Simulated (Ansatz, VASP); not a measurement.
# Si4F: VASP beside Ansatz

File INCAR:

```
SYSTEM = Si4F
ALGO = Normal
EDIFF = 1E-6
ENCUT = 520
GGA = PE
ISIF = 2
ISMEAR = 0
ISPIN = 2
LASPH = .True.
LCHARG = .False.
LORBIT = 11
LREAL = .False.
LWAVE = .False.
MAGMOM = 0 0 0 0 1
NBANDS = 24
NELM = 150
PREC = Accurate
SIGMA = 0.1
```

The input KPOINTS:

```
k-points
0
Gamma
  6 6 4
  0 0 0
```

The input POSCAR:

```
Si4F
1.0
    4.0142102300      0.0000000000      0.0000000000
   -2.0071051100      3.4764080300      0.0000000000
    0.0000000000      0.0000000000      6.1834999100
Si F
4 1
Direct
    0.5000000000      0.0000000000      0.0414101200
    0.0000000000      0.5000000000      0.0414101200
    0.5000000000      0.5000000000      0.0414101200
    0.0000000000      0.0000000000      0.9524718700
    0.0000000000      0.0000000000      0.5452937600
```

Input for Ansatz:

```yaml
crystal:
  lattice:
    - [4.01421023, 0.0, 0.0]
    - [-2.00710511, 3.47640803, 0.0]
    - [0.0, 0.0, 6.18349991]
  atoms:
    - { symbol: Si, position: [0.5, 0.0, 0.04141012] }
    - { symbol: Si, position: [0.0, 0.5, 0.04141012] }
    - { symbol: Si, position: [0.5, 0.5, 0.04141012] }
    - { symbol: Si, position: [0.0, 0.0, 0.95247187] }
    - { symbol: F, position: [0.0, 0.0, 0.54529376], spin: 1.0 }
basis:
  ecutwfc: 420
kpoints:
  mp_grid: { grid: [6, 6, 4] }
hamiltonian:
  xc: pbe
scf:
  occupations: { method: gaussian, width: 0.1 }
  lower_state_search: "off"
output:
  forces: true
  stress: true
  eigenvalues: true
  populations: true
magnetization:
  spin_polarized: true
```

Alike in both runs: task single point; functional PBE; k mesh 6 × 6 × 4; occupations gaussian, width 0.1 eV; collinear spin.

|  | VASP | Ansatz |
| --- | --- | --- |
| version | VASP 6.6.1 | Ansatz 0.2.0 |
| potentials or method | VASP PAW PBE potentials, release 64 (Si, F), cutoff 520 eV | scalar-relativistic, plane waves, PAW |
| valence electrons in the cell | 23 | 23 |

|  | VASP | Ansatz | Ansatz less VASP |
| --- | --- | --- | --- |
| gap on the k mesh at the Fermi level (eV) | none | none | - |
| rms of the force components (eV/Å) | 2.083 | 2.100 | +0.0167 |
| net moment per atom (μB) | 0.00 | 0.00 | 0.000 |

Atom by atom the forces differ by 0.017 eV/Å (rms over components). A gap of «none» marks a metal or a gap that the smearing closes. Ansatz's warnings: seeded moment not kept.
